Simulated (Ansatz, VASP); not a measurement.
**Two plane-wave programs on B**

```
CELL_PARAMETERS angstrom
1.92005 0.00000 0.00000
0.00000 1.92005 0.00000
0.00000 0.00000 1.92005
ATOMIC_POSITIONS crystal
B 0.00000 0.00000 0.00000
```

Alike in both runs: task relaxation of cell and atoms; functional PBE; k mesh 16 × 16 × 16; occupations fermi-dirac, width 0.1 eV; no spin polarisation.

```csv
,VASP,Ansatz
version,VASP 6.6.1,Ansatz 0.2.0
potentials or method,"VASP PAW PBE potentials, release 64 (B), cutoff 600 eV","plane waves (420 eV) with PAW, scalar-relativistic"
valence electrons in the cell,3,3
```

|  | VASP | Ansatz | Ansatz less VASP |
| --- | --- | --- | --- |
| relaxed volume (Å³/atom) | 6.69 | 6.69 | 0.000 |
| relaxed cell length with the largest relative difference (Å) | 1.884 | 1.884 | 0.0000 |
